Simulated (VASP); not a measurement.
# MgO in VASP: settings compared, part 2 of 2

VASP 6.6.1. The steps go on from the part before.

**3. Single point, HSE06**

This run uses another cell than the first one, of the same volume but with other edges.

The input, POSCAR:

```
MgO
1.0
    0.0000000000      2.1021674167      2.1021674167
    2.1021674167      0.0000000000      2.1021674167
    2.1021674167      2.1021674167      0.0000000000
Mg O
1 1
Direct
    0.0000000000      0.0000000000      0.0000000000
    0.5000000000      0.5000000000      0.5000000000
```

The input, INCAR.step1:

```
PREC = Accurate ; ENCUT = 520
EDIFF = 1E-5 ; ISMEAR = 0
SIGMA = 0.01 ; LREAL = False
LASPH = True ; NELM = 60
ALGO = Normal ; ISIF = 2
LWAVE = True ; LCHARG = False
NBANDS = 11 ; GGA = PE
```

The input, INCAR.step2:

```
PREC = Accurate ; ENCUT = 520
EDIFF = 1E-6 ; ISMEAR = 0
SIGMA = 0.01 ; LREAL = False
LASPH = True ; NELM = 60
ALGO = Normal ; ISIF = 2
LWAVE = False ; LCHARG = False
GGA = PE ; LHFCALC = True
HFSCREEN = 0.2079 ; PRECFOCK = Normal
NBANDS = 11 ; ISTART = 1
```

The input, KPOINTS:

```
regular mesh
0
Gamma
  8 8 8
```

Potentials or basis: VASP PAW PBE potentials, release 64 (Mg, O).

Started as:

```sh
> cat potpaw_PBE.64/Mg/POTCAR potpaw_PBE.64/O/POTCAR > POTCAR
> cp INCAR.step1 INCAR
> mpirun -np 1 vasp_std > vasp.out
> cp INCAR.step2 INCAR
> mpirun -np 1 vasp_std > vasp.out
```

It took 68 min on 1 thread of Intel Xeon 8259CL, shared host; peak memory 0.27 GiB.

Results (log left out):

```
Free energy            : -14.2102 eV
Pressure               : -0.6 GPa
Band gap on the k mesh : 6.50 eV
```

Levels at points of the mesh, in eV from the valence-band top:
| k point | band 1 | band 2 | band 3 | band 4 | band 5 | band 6 | band 7 | band 8 |
| --- | --- | --- | --- | --- | --- | --- | --- | --- |
| (0.00, 0.00, 0.00) | -18.85 | 0.00 | 0.00 | 0.00 | 6.50 | 17.78 | 17.78 | 17.78 |
| (0.50, 0.00, 0.00) | -17.49 | -4.95 | -0.72 | -0.72 | 9.71 | 14.93 | 18.38 | 18.38 |
| (0.50, 0.50, 0.00) | -17.21 | -4.41 | -1.48 | -1.48 | 10.86 | 11.91 | 15.42 | 21.46 |

Caveat: the PAW data sets were made with another functional, which shifts forces and pressure a little.

**4. Single point, HSE06**

This run uses another cell than the first one, of the same volume but with other edges.

The input, POSCAR:

```
MgO
1.0
    0.0000000000      2.1021674158      2.1021674158
    2.1021674158      0.0000000000      2.1021674158
    2.1021674158      2.1021674158      0.0000000000
Mg O
1 1
Direct
    0.0000000000      0.0000000000      0.0000000000
    0.5000000000      0.5000000000      0.5000000000
```

The input, INCAR.step1:

```
SYSTEM = MgO
ALGO     = Normal         ! electronic algorithm
EDIFF    = 1E-5           ! SCF threshold, eV
ENCUT    = 520            ! plane-wave cutoff, eV
GGA      = PE             ! functional
ISIF     = 2              ! what is computed and relaxed
ISMEAR   = 0              ! smearing method
LASPH    = .TRUE.         ! aspherical terms in the spheres
LREAL    = .FALSE.        ! projectors in reciprocal space
LWAVE    = .TRUE.         ! write WAVECAR
NBANDS   = 11             ! bands
NELM     = 60             ! most SCF steps
PREC     = Accurate       ! precision mode
SIGMA    = 0.01           ! smearing width, eV
```

The input, INCAR.step2:

```
SYSTEM = MgO
ALGO     = Normal         ! electronic algorithm
EDIFF    = 1E-6           ! SCF threshold, eV
ENCUT    = 520            ! plane-wave cutoff, eV
GGA      = PE             ! functional
HFSCREEN = 0.2079         ! screening, 1/A
ISIF     = 2              ! what is computed and relaxed
ISMEAR   = 0              ! smearing method
ISTART   = 1            
LASPH    = .TRUE.         ! aspherical terms in the spheres
LCHARG   = .TRUE.         ! write CHGCAR
LELF     = .TRUE.         ! ELF
LHFCALC  = .TRUE.         ! exact exchange
LREAL    = .FALSE.        ! projectors in reciprocal space
LVHAR    = .TRUE.       
LWAVE    = .FALSE.        ! write WAVECAR
NBANDS   = 11             ! bands
NELM     = 60             ! most SCF steps
PREC     = Accurate       ! precision mode
PRECFOCK = Normal       
SIGMA    = 0.01           ! smearing width, eV
```

The input, KPOINTS:

```
k-points
0
G
  8 8 8
  0 0 0
```

Started as:

```sh
> cat potpaw_PBE.64/Mg/POTCAR potpaw_PBE.64/O/POTCAR > POTCAR
> cp INCAR.step1 INCAR
> mpirun -np 1 vasp_std > vasp.out
> cp INCAR.step2 INCAR
> mpirun -np 1 vasp_std > vasp.out
```

Wall time 29 min (1 thread of Intel Xeon Platinum 8259CL at 2.50GHz (Skylake/Cascade Lake), shared host); peak memory 0.26 GiB.

It converged, with:

```yaml
Free_energy: -14.2102 eV
Pressure: -0.6 GPa
Band_gap_on_the_k_mesh: 6.50 eV
```

Levels at points of the mesh, in eV from the valence-band top:
```tsv
k point	band 2	band 3	band 4	band 5	band 6	band 7
(0.00, 0.00, 0.00)	0.00	0.00	0.00	6.50	17.78	17.78
(0.50, 0.00, 0.00)	-4.95	-0.72	-0.72	9.71	14.93	18.38
(0.50, 0.50, 0.00)	-4.41	-1.48	-1.48	10.86	11.91	15.42
```

Caveat: the PAW data sets were made with another functional, which shifts forces and pressure a little.

**5. Single point, HSE06 (strain +2.5%)**

The input, POSCAR:

```
MgO
1.0
    0.0000000000      2.1547216012      2.1547216012
    2.1547216012      0.0000000000      2.1547216012
    2.1547216012      2.1547216012      0.0000000000
Mg O
1 1
Direct
    0.0000000000      0.0000000000      0.0000000000
    0.5000000000      0.5000000000      0.5000000000
```

The input, INCAR.step1:

```
SYSTEM = MgO
PREC     = Accurate       ! precision mode
ENCUT    = 520            ! plane-wave cutoff, eV
EDIFF    = 1E-5           ! SCF threshold, eV
ISMEAR   = 0              ! smearing method
SIGMA    = 0.01           ! smearing width, eV
LREAL    = .FALSE.        ! projectors in reciprocal space
LASPH    = .TRUE.         ! aspherical terms in the spheres
NELM     = 60             ! most SCF steps
ALGO     = Normal         ! electronic algorithm
ISIF     = 2              ! what is computed and relaxed
LWAVE    = .TRUE.         ! write WAVECAR
LCHARG   = .FALSE.        ! write CHGCAR
GGA      = PE             ! functional
NBANDS   = 11             ! bands
```

The input, INCAR.step2:

```
SYSTEM = MgO
PREC     = Accurate       ! precision mode
ENCUT    = 520            ! plane-wave cutoff, eV
EDIFF    = 1E-7           ! SCF threshold, eV
ISMEAR   = 0              ! smearing method
SIGMA    = 0.01           ! smearing width, eV
LREAL    = .FALSE.        ! projectors in reciprocal space
LASPH    = .TRUE.         ! aspherical terms in the spheres
NELM     = 60             ! most SCF steps
ALGO     = Normal         ! electronic algorithm
ISIF     = 2              ! what is computed and relaxed
LWAVE    = .FALSE.        ! write WAVECAR
LCHARG   = .FALSE.        ! write CHGCAR
GGA      = PE             ! functional
LHFCALC  = .TRUE.         ! exact exchange
HFSCREEN = 0.2079         ! screening, 1/A
PRECFOCK = Normal       
ISTART   = 1            
NBANDS   = 11             ! bands
```

The input, KPOINTS:

```
regular mesh
0
G
  8 8 8
  0 0 0
```

Started as:

```sh
> cat potpaw_PBE.64/Mg/POTCAR potpaw_PBE.64/O/POTCAR > POTCAR
> cp INCAR.step1 INCAR
> mpirun -np 1 vasp_std > vasp.out
> cp INCAR.step2 INCAR
> mpirun -np 1 vasp_std > vasp.out
```

Wall time 42 min (1 thread of Intel Xeon Platinum 8259CL at 2.50GHz (Skylake/Cascade Lake), shared host); peak memory 0.26 GiB.

The run converged. Its results:

* Free energy: -14.1557 eV
* Pressure: -11.3 GPa
* Band gap on the k mesh: 5.73 eV

Levels at points of the mesh, in eV from the valence-band top:
| k point | band 2 | band 3 | band 4 | band 5 | band 6 | band 7 |
| --- | --- | --- | --- | --- | --- | --- |
| (0.00, 0.00, 0.00) | 0.00 | 0.00 | 0.00 | 5.73 | 17.31 | 17.31 |
| (0.50, 0.00, 0.00) | -4.62 | -0.64 | -0.64 | 9.19 | 14.03 | 17.57 |
| (0.50, 0.50, 0.00) | -4.09 | -1.37 | -1.37 | 10.72 | 11.06 | 14.58 |

Caveat: the cell differs from its parent crystal (strain +2.5%); the cell stands under tension; the PAW data sets were made with another functional, which shifts forces and pressure a little.

**6. Single point, r2SCAN (strain along [111] +1.5%)**

The input, POSCAR:

```
MgO
1.0
    0.0210216742      2.1231890900      2.1231890900
    2.1231890900      0.0210216742      2.1231890900
    2.1231890900      2.1231890900      0.0210216742
Mg O
1 1
Direct
    0.0000000000      0.0000000000      0.0000000000
    0.5000000000      0.5000000000      0.5000000000
```

The input, INCAR.step1:

```
SYSTEM = MgO
ALGO = Normal ; EDIFF = 1E-5
ENCUT = 750 ; GGA = PE
GGA_COMPAT = .FALSE. ; ISMEAR = 0
LASPH = .TRUE. ; LCHARG = .FALSE.
LREAL = .FALSE. ; LWAVE = .TRUE.
NBANDS = 15 ; NELM = 120
PREC = Accurate ; SIGMA = 0.01
```

The input, INCAR.step2:

```
SYSTEM = MgO
ALGO = Normal ; EDIFF = 1E-6
ENCUT = 750 ; GGA_COMPAT = .FALSE.
ISIF = 2 ; ISMEAR = 0
ISTART = 1 ; LASPH = .TRUE.
LCHARG = .FALSE. ; LMIXTAU = .TRUE.
LREAL = .FALSE. ; LWAVE = .FALSE.
METAGGA = R2SCAN ; NBANDS = 15
NELM = 120 ; PREC = Accurate
SIGMA = 0.01
```

The input, KPOINTS:

```
k-points
0
G
  10 10 10
  0 0 0
```

Potentials or basis: VASP PAW PBE potentials, release 64 (Mg_sv, O).

Started as:

```sh
> cat potpaw_PBE.64/Mg_sv/POTCAR potpaw_PBE.64/O/POTCAR > POTCAR
> cp INCAR.step1 INCAR
> mpirun -np 1 vasp_std > vasp.out
> cp INCAR.step2 INCAR
> mpirun -np 1 vasp_std > vasp.out
```

It took 4.7 min on 1 thread of AMD EPYC 7R43 (Zen 3), shared host; peak memory 0.16 GiB.

Results (log left out):

- Free energy: -16.1598 eV
- Pressure: -2.4 GPa
- Band gap on the k mesh: 5.51 eV

Stress tensor (GPa, compression positive):
```
-2.37 -1.56 -1.56
-1.56 -2.37 -1.56
-1.56 -1.56 -2.37
```

Levels at points of the mesh, in eV from the valence-band top:
```tsv
k point	band 6	band 7	band 8	band 9	band 10	band 11
(0.00, 0.00, 0.00)	-0.11	0.00	0.00	5.51	16.48	16.91
(0.50, 0.00, 0.00)	-4.58	-0.76	-0.68	8.69	13.75	17.21
(0.50, 0.50, 0.00)	-4.07	-1.45	-1.33	9.98	11.03	14.17
(0.50, 0.50, 0.50)	-4.65	-0.64	-0.64	8.83	13.52	17.59
```

Caveat: the cell differs from its parent crystal (strain along [111] +1.5%); the PAW data sets were made with another functional, which shifts forces and pressure a little.

**7. The runs side by side**

```csv
level,potentials or basis,cell,k mesh,cutoff (eV),grid for exact exchange (PRECFOCK),share of exact exchange,screening parameter,mended,gap on the mesh (eV),pressure (GPa)
r2SCAN,"VASP PAW PBE potentials, release 64 (Mg, O)","a = 2.973, b = 2.973, c = 2.899 Å, angles 60.8, 60.8, 61.7°, 2 atoms",10 × 10 × 10,520,-,-,-,-,5.43,-1.0
HSE06,"VASP PAW PBE potentials, release 64 (Mg, O)","a = 2.973 Å, angles 60.0°, 2 atoms",8 × 8 × 8,520,Normal,0.25,0.2079 1/Å,-,6.50,-0.6
HSE06,"VASP PAW PBE potentials, release 64 (Mg, O)","a = 3.047 Å, angles 60.0°, 2 atoms",8 × 8 × 8,520,Normal,0.25,0.2079 1/Å,-,5.73,-11.3
r2SCAN,"VASP PAW PBE potentials, release 64 (Mg_sv, O)","a = 3.003 Å, angles 59.3°, 2 atoms",10 × 10 × 10,750,-,-,-,yes,5.51,-2.4
```

Alike in all rows: task single point; no spin polarisation; smearing gaussian 0.01 eV.

Caveats: the PAW data sets were made with another functional, which shifts forces and pressure a little; the cell stands under tension (at least some runs).

Absolute energies hang on the potentials; compare differences alone.
